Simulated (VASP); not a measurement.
# Br (Im-3m) in VASP: further runs

Runs on Br. Level: PBE. Tasks: relaxation of cell and atoms, single point.

All numbers are computed with VASP 6.6.1; they aren't measurements. Logs are shortened: lines on timing, memory, paths and dates and some standing lists are left out, and cuts for length are marked.

### Step 1. The cell of the first run

It takes space group Im-3m (No. 229, cubic). Conventional cell: a = 3.740 Å, b = 3.740 Å, c = 3.740 Å, α = 90.00°, β = 90.00°, γ = 90.00°. Within 4.3 Å of Br (site symmetry m-3m) lie 14 Br at 3.24 to 3.74 Å.

### Step 2. Relaxation of cell and atoms, PBE

File INCAR:

```
SYSTEM = Br
ALGO = Normal ; EDIFF = 1E-7
EDIFFG = -0.03 ; ENCUT = 500
GGA = PE ; GGA_COMPAT = .FALSE.
IBRION = 2 ; ISIF = 3
ISMEAR = -1 ; LASPH = .TRUE.
LCHARG = .FALSE. ; LREAL = .FALSE.
LWAVE = .FALSE. ; NELM = 120
NELMIN = 4 ; NSW = 60
PREC = Accurate ; SIGMA = 0.02
```

File KPOINTS:

```
k-points
0
G
  8 8 8
  0 0 0
```

File POSCAR:

```
Br
1.0
   -1.8700000000      1.8700000000      1.8700000000
    1.8700000000     -1.8700000000      1.8700000000
    1.8700000000      1.8700000000     -1.8700000000
Br
1
Direct
    0.0000000000      0.0000000000      0.0000000000
```

Potentials or basis: VASP PAW PBE potentials, release 64 (Br).

On the command line:

```sh
$ cat potpaw_PBE.64/Br/POTCAR > POTCAR
$ mpirun -np 1 vasp_std > vasp.out
```

OUTCAR:

```text
SYSTEM = Br
   EDIFF = 1E-7
   EDIFFG = -0.03
   ENCUT = 500
   GGA = PE
   IBRION = 2
   ISIF = 3
   ISMEAR = -1
   LASPH = .TRUE.
   LREAL = .FALSE.
   NELM = 120
   NELMIN = 4
   NSW = 60
   PREC = Accurate

 ion  position               nearest neighbor table
   1  0.000  0.000  0.000-

  LATTYP: Found a body centered cubic cell.
 ALAT       =     3.7400000000

  Lattice vectors:

 A1 = (  -1.8700000000,   1.8700000000,   1.8700000000)
 A2 = (   1.8700000000,  -1.8700000000,   1.8700000000)
 A3 = (   1.8700000000,   1.8700000000,  -1.8700000000)

Analysis of symmetry for initial positions (statically):
=====================================================================
 Subroutine PRICEL returns:
 Original cell was already a primitive cell.

 Routine SETGRP: Setting up the symmetry group for a
 body centered cubic supercell.

 Subroutine GETGRP returns: Found 48 space group operations
 (whereof 48 operations were pure point group operations)
 out of a pool of 48 trial point group operations.

The static configuration has the point symmetry O_h .

Analysis of symmetry for dynamics (positions and initial velocities):
=====================================================================
 Subroutine PRICEL returns:
 Original cell was already a primitive cell.

 Routine SETGRP: Setting up the symmetry group for a
 body centered cubic supercell.

 Subroutine GETGRP returns: Found 48 space group operations
 (whereof 48 operations were pure point group operations)
 out of a pool of 48 trial point group operations.

The dynamic configuration has the point symmetry O_h .

 Subroutine INISYM returns: Found 48 space group operations
 (whereof 48 operations are pure point group operations),
 and found     1 'primitive' translations

----------------------------------------------------------------------------------------

                                     Primitive cell

  volume of cell :      26.1568

  direct lattice vectors                    reciprocal lattice vectors
    -1.870000000  1.870000000  1.870000000     0.000000000  0.267379679  0.267379679
     1.870000000 -1.870000000  1.870000000     0.267379679  0.000000000  0.267379679
     1.870000000  1.870000000 -1.870000000     0.267379679  0.267379679  0.000000000

  length of vectors
     3.238935010  3.238935010  3.238935010     0.378131969  0.378131969  0.378131969

  position of ions in fractional coordinates (direct lattice)
     0.000000000  0.000000000  0.000000000

  ion indices of the primitive-cell ions
   primitive index   ion index
                 1           1

----------------------------------------------------------------------------------------

 KPOINTS: k-points

Automatic generation of k-mesh.
 Grid dimensions read from file:
 generate k-points for:    8    8    8

 Generating k-lattice:

  Cartesian coordinates                     Fractional coordinates (reciprocal lattice)
     0.000000000  0.033422460  0.033422460     0.125000000  0.000000000  0.000000000
     0.033422460  0.000000000  0.033422460     0.000000000  0.125000000  0.000000000
     0.033422460  0.033422460  0.000000000     0.000000000  0.000000000  0.125000000

  Length of vectors
     0.047266496  0.047266496  0.047266496

  Shift w.r.t. Gamma in fractional coordinates (k-lattice)
     0.000000000  0.000000000  0.000000000

 Subroutine IBZKPT returns following result:
 ===========================================

 Found     29 irreducible k-points:

 Following reciprocal coordinates:
            Coordinates               Weight
  0.000000  0.000000  0.000000      1.000000
  0.125000  0.000000  0.000000     12.000000
  0.250000  0.000000  0.000000     12.000000
  0.375000  0.000000  0.000000     12.000000
  0.500000  0.000000  0.000000      6.000000
  0.125000  0.125000  0.000000     24.000000
[... 16 lines left out ...]
 -0.250000  0.250000  0.250000      6.000000
 -0.375000  0.375000  0.250000     24.000000
 [... further k-points ...]
   k-points           NKPTS =     29   k-points in BZ     NKDIM =     29   number of bands    NBANDS=      7
   number of dos      NEDOS =    301   number of ions     NIONS =      1
   total plane-waves  NPLWV =  13824
   dimension x,y,z NGX =    24 NGY =   24 NGZ =   24
   dimension x,y,z NGXF=    48 NGYF=   48 NGZF=   48
   ions per type =               1
   NGX,Y,Z   is equivalent  to a cutoff of  12.32, 12.32, 12.32 a.u.
   NGXF,Y,Z  is equivalent  to a cutoff of  24.64, 24.64, 24.64 a.u.
 SYSTEM =  Br
   PREC   = accura    normal or accurate (medium, high low for compatibility)
   ISTART =      0    job   : 0-new  1-cont  2-samecut
   ICHARG =      2    charge: 1-file 2-atom 10-const
   ISPIN  =      1    spin polarized calculation?
   LNONCOLLINEAR =      F non collinear calculations
   LSORBIT =      F    spin-orbit coupling
   LASPH  =      T    aspherical Exc in radial PAW
   ENCUT  =  500.0 eV  36.75 Ry    6.06 a.u.   5.91  5.91  5.91*2*pi/ulx,y,z
   NELM   =    120;   NELMIN=  4; NELMDL= -5     # of ELM steps
   EDIFF  = 0.1E-06   stopping-criterion for ELM
   LREAL  =      F    real-space projection
   EDIFFG = -.3E-01   stopping-criterion for IOM
   NSW    =     60    number of steps for IOM
   IBRION =      2    ionic relax: 0-MD 1-quasi-New 2-CG
   NFREE  =      1    steps in history (QN), initial steepest desc. (CG)
   ISIF   =      3    stress and relaxation
   ISYM   =      2    0-nonsym 1-usesym 2-fastsym
   POTIM  = 0.5000    time-step for ionic-motion
   TEBEG  =    0.0;   TEEND  =   0.0 temperature during run
   PSTRESS=    0.0 pullay stress
   NELECT =       7.0000    total number of electrons
   NUPDOWN=      -1.0000    fix difference up-down
   EMIN   =  10.00;   EMAX   =-10.00  energy-range for DOS
   EFERMI =   0.00;   METHOD = LEGACY
   ISMEAR =    -1;   SIGMA  =   0.02  broadening in eV -4-tet -1-fermi 0-gaus
   EFERMI_NEDOS =   21; number of points for ismear=-14 and -15
   IALGO  =     38    algorithm
   IMIX   =      4    mixing-type and parameters
     AMIX     =   0.40;   BMIX     =  1.00
     AMIX_MAG =   1.60;   BMIX_MAG =  1.00
  volume/ion in A,a.u.               =      26.16       176.51
  Fermi-wavevector in a.u.,A,eV,Ry     =   1.054984  1.993631 15.143168  1.112991
  Thomas-Fermi vector in A             =   2.190165
   LORBIT       =      0    0 simple, 1 ext, 2 COOP (PROOUT), +10 PAW based schemes
   GGA     = PE    functional components
   LHFCALC =     F    Hartree Fock is set to
   AEXX    =    0.0000 exact exchange contribution
   IVDW    =     0    specifies the selected vdW correction
   LEPSILON=     F    determine dielectric tensor
   LRPA    =     F    only Hartree local field effects (RPA)
 conjugate gradient relaxation of ions
 non-spin polarized calculation
  energy-cutoff  :      500.00
  volume of cell :       26.16
 maximum number of plane-waves:       682
   NGX = 11   NGY = 11   NGZ = 11

--------------------------------------- Ionic step        1  -------------------------------------------

 number of electron       6.9999999 magnetization

 Free energy of the ion-electron system (eV)
  ---------------------------------------------------
  ext. energy  EPLUGINS =         0.00000000
  ---------------------------------------------------
  free energy    TOTEN  =        -1.00049621 eV

  energy without entropy =       -0.99721964  energy(sigma->0) =       -0.99885793

------------------------ aborting loop because EDIFF is reached ----------------------------------------

  FORCE on cell =-STRESS in cart. coord.  units (eV):
  Direction    XX          YY          ZZ          XY          YZ          ZX
  --------------------------------------------------------------------------------------
  -------------------------------------------------------------------------------------
  Total        0.1314646      0.1314646      0.1314646     -0.0000000     -0.0000000      0.0000000
  in kB        8.0525742      8.0525742      8.0525742     -0.0000000     -0.0000000      0.0000000
  external PRESSURE =       8.0525742 kB  Pullay stress =       0.0000000 kB

 VOLUME and BASIS-vectors are now :
 -----------------------------------------------------------------------------
  energy-cutoff  :      500.00
  volume of cell :       26.16
      direct lattice vectors                 reciprocal lattice vectors
    -1.870000000  1.870000000  1.870000000     0.000000000  0.267379679  0.267379679
     1.870000000 -1.870000000  1.870000000     0.267379679  0.000000000  0.267379679
     1.870000000  1.870000000 -1.870000000     0.267379679  0.267379679  0.000000000
[... 36 lines left out ...]
 POSITION                                       TOTAL-FORCE (eV/Angst)
 -----------------------------------------------------------------------------------
      1.88186      1.88186     -1.88186         0.000000      0.000000     -0.000000
 -----------------------------------------------------------------------------------
    total drift:                                0.000000      0.000000     -0.000000

  FREE ENERGIE OF THE ION-ELECTRON SYSTEM (eV)
  ---------------------------------------------------
  free  energy   TOTEN  =        -1.0020575387 eV

  energy  without entropy=       -0.9986874843  energy(sigma->0) =       -1.00037251

--------------------------------------- Ionic step        3  -------------------------------------------

 number of electron       6.9999998 magnetization

 Free energy of the ion-electron system (eV)
  ---------------------------------------------------
  ext. energy  EPLUGINS =         0.00000000
  ---------------------------------------------------
  free energy    TOTEN  =        -1.00217866 eV

  energy without entropy =       -0.99877299  energy(sigma->0) =       -1.00047583

 E-fermi :   1.4273     XC(G=0):  -9.2177

 val. band max:        1.4090312495   @ k =   0.3750   0.2500  -0.0000
 cond. band min:       1.4276228479   @ k =  -0.2500   0.2500   0.1250
 fundamental gap:      0.0185915984
 Fermi energy:         1.4272638607

 k-point     1 :       0.0000    0.0000    0.0000
  band No.  band energies     occupation
      1     -13.8077      2.00000
      2       2.1820      0.00000
      3       2.1820      0.00000
      4       2.1820      0.00000
      5       9.2381      0.00000
      6      14.1439      0.00000
      7      14.1439      0.00000

 k-point     2 :       0.1250    0.0000    0.0000
  band No.  band energies     occupation
      1     -13.6398      2.00000
      2       1.1709      1.99999
      3       1.9189      0.00000
      4       2.1465      0.00000
      5      10.1431      0.00000
      6      13.4045      0.00000
      7      13.6507      0.00000
[... 201 lines left out ...]
 k-point    23 :      -0.2500    0.2500    0.2500
  band No.  band energies     occupation
      1     -12.6601      2.00000
      2      -0.8938      2.00000
      3       0.4328      2.00000
      4       0.4328      2.00000
      5      10.4781      0.00000
      6      12.7639      0.00000
      7      14.7787      0.00000

 k-point    24 :      -0.3750    0.3750    0.2500
  band No.  band energies     occupation
      1     -12.2197      2.00000
      2      -1.7116      2.00000
      3      -0.0923      2.00000
      4       0.2064      2.00000
      5       9.7264      0.00000
      6      11.9226      0.00000
      7      14.6867      0.00000

 [... further k-points ...]
[... 5 lines left out ...]
  --------------------------------------------------------------------------------------
  -------------------------------------------------------------------------------------
  Total       -0.0009369     -0.0009369     -0.0009369     -0.0000000     -0.0000000     -0.0000000
  in kB       -0.0559049     -0.0559049     -0.0559049     -0.0000000     -0.0000000     -0.0000000
  external PRESSURE =      -0.0559049 kB  Pullay stress =       0.0000000 kB

 VOLUME and BASIS-vectors are now :
 -----------------------------------------------------------------------------
  energy-cutoff  :      500.00
  volume of cell :       26.85
      direct lattice vectors                 reciprocal lattice vectors
    -1.886415647  1.886415647  1.886415647     0.000000000  0.265052933  0.265052933
     1.886415647 -1.886415647  1.886415647     0.265052933  0.000000000  0.265052933
     1.886415647  1.886415647 -1.886415647     0.265052933  0.265052933  0.000000000

 POSITION                                       TOTAL-FORCE (eV/Angst)
 -----------------------------------------------------------------------------------
      0.00000     -0.00000      0.00000        -0.000000      0.000000     -0.000000
 -----------------------------------------------------------------------------------
    total drift:                                0.000000      0.000000     -0.000000

  FREE ENERGIE OF THE ION-ELECTRON SYSTEM (eV)
  ---------------------------------------------------
  free  energy   TOTEN  =        -1.0021786639 eV

  energy  without entropy=       -0.9987729923  energy(sigma->0) =       -1.00047583

 reached required accuracy - stopping structural energy minimisation
```

Run time: 6 s. Hardware: 1 thread of Intel Xeon Platinum 8375C at 2.90GHz (Ice Lake), shared host; peak memory 0.14 GiB.

Results:

- Free energy: -1.0022 eV
- Relaxed volume: 26.85 Å³/atom
- Relaxed cell: a = 3.267 Å, b = 3.267 Å, c = 3.267 Å, α = 109.47°, β = 109.47°, γ = 109.47°
- Space group after relaxing (to 0.1 Å): Im-3m (No. 229)
- Energy gained by relaxing: 1.7 meV/atom
- Ionic steps: 3
- Pressure after relaxing: 0.0 GPa
- Band gap on the k mesh: zero (an odd number of electrons rules out a gap without spin polarisation)

The path:
```tsv
step	energy change (eV)	largest force (eV/Å)	pressure (GPa)	volume (Å³)
1	0.0000	0.0000	0.81	26.16
2	-0.0016	0.0000	0.21	26.66
3	-0.0017	0.0000	-0.01	26.85
```

Final structure:
```
Br
1.0
    -1.88642    1.88642    1.88642
     1.88642   -1.88642    1.88642
     1.88642    1.88642   -1.88642
Br
1
Direct
  0.00000 0.00000 0.00000
```

Caveat: an odd number of electrons without spin polarisation forces a metal; a magnetic or distorted state may lie lower.

### Step 3. Single point, PBE

This run uses another cell than the first one, of 26.84 Å³/atom.

File INCAR:

```
SYSTEM = Br
PREC = Accurate ; ENCUT = 520
EDIFF = 1E-7 ; ISMEAR = -1
SIGMA = 0.02 ; LREAL = .FALSE.
LASPH = .TRUE. ; NELM = 60
ALGO = Normal ; ISIF = 2
LWAVE = .FALSE. ; LCHARG = .FALSE.
GGA = PE ; NBANDS = 10
```

File KPOINTS:

```
Automatic mesh
0
G
  8 8 8
  0 0 0
```

File POSCAR:

```
Br
1.0
   -1.8860368588      1.8860368588      1.8860368588
    1.8860368588     -1.8860368588      1.8860368588
    1.8860368588      1.8860368588     -1.8860368588
Br
1
Direct
    0.0000000000      0.0000000000      0.0000000000
```

Potentials or basis: VASP PAW PBE potentials, release 64 (Br).

On the command line:

```sh
$ cat potpaw_PBE.64/Br/POTCAR > POTCAR
$ mpirun -np 1 vasp_std > vasp.out
```

Wall time 5 s (1 thread of Intel Xeon Platinum 8375C at 2.90GHz (Ice Lake), shared host); peak memory 0.13 GiB.

It converged, with:

```
Free energy            : -1.0022 eV
Pressure               : 0.0 GPa
Band gap on the k mesh : zero (an odd number of electrons rules out a gap without spin polarisation)
```

Levels at points of the mesh, in eV from the Fermi level:
```tsv
k point	band 1	band 2	band 3	band 4	band 5	band 6	band 7	band 8
(0.00, 0.00, 0.00)	-15.24	0.76	0.76	0.76	7.81	12.72	12.72	12.72
(0.50, 0.00, 0.00)	-13.85	-4.38	-0.72	0.50	7.63	9.72	16.02	16.50
(0.50, 0.50, 0.50)	-12.99	-2.47	-2.47	-2.47	6.53	6.53	19.81	19.81
```

Caveat: an odd number of electrons without spin polarisation forces a metal; a magnetic or distorted state may lie lower.
